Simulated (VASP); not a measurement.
Set up this calculation in VASP 6.6.1, as the native input.

```
Task                   : electric field gradients
Functional             : PBE
Potentials or basis    : VASP PAW PBE potentials, release 64 (Ba_sv, Ti_sv, O_h)
Cutoff                 : 910 eV
k mesh                 : 8 × 8 × 8
Occupations            : fermi-dirac, width 0.05 eV
Spin                   : no spin polarisation
Dipole correction      : no
Further INCAR settings : ALGO = Normal; EDIFF = 1e-08; NBANDS = 28
```

The structure of BaTiO3 lies in POSCAR:

```
BaTiO3
1.0
    3.9841000000      0.0000000000      0.0000000000
    0.0000000000      2.8370500000      2.8458000000
    0.0000000000     -2.8370500000      2.8458000000
Ba Ti O
1 1 3
Direct
    0.0000000000      0.0000000000      0.0000000000
    0.5000000000      0.5079000000      0.5079000000
    0.0000000000      0.4921000000      0.4921000000
    0.5000000000      0.5025100000      0.9937100000
    0.5000000000      0.9937100000      0.5025100000
```

One way to write it, as run:

INCAR

```
  ALGO = Normal
  EDIFF = 1E-8
  ENCUT = 910
  GGA = PE
  GGA_COMPAT = False
  ISIF = 2
  ISMEAR = -1
  LASPH = True
  LCHARG = False
  LEFG = True
  LREAL = False
  LWAVE = False
  NBANDS = 28
  NELM = 120
  PREC = Accurate
  SIGMA = 0.05
```

KPOINTS

```
k-points
0
Gamma
  8 8 8
```

Potentials or basis: VASP PAW PBE potentials, release 64 (Ba_sv, Ti_sv, O_h).

Run with:

```console
$ cat potpaw_PBE.64/Ba_sv/POTCAR potpaw_PBE.64/Ti_sv/POTCAR potpaw_PBE.64/O_h/POTCAR > POTCAR
$ mpirun -np 1 vasp_std > vasp.out
```

It gave:

| Quantity | Value |
| --- | --- |
| Pressure | 3.4 GPa |
| Largest force | 0.189 eV/Å |
| Band gap on the k mesh | 1.80 eV (least direct gap 1.97 eV) |
| Largest electric field gradient by atom | Ba -1.3; Ti -5.9; O +24.3, +24.9 (each value once) V/Å² |

Caveat: the cutoff is under 1.25 times the usual one of these potentials, so pressure, stress and relaxed cells hold a basis-set (Pulay) error; the cell stands under pressure; without QUAD_EFG the Cq values of the log hold for a quadrupole moment of 1 mb, not for the nuclei; spin-orbit coupling is left out, which moves the levels of the heavy elements.

Run time: 13 min on 1 thread of AMD EPYC 7R43 64-Core Processor (Zen 3), with other jobs on the host, peak memory 0.5 GiB.
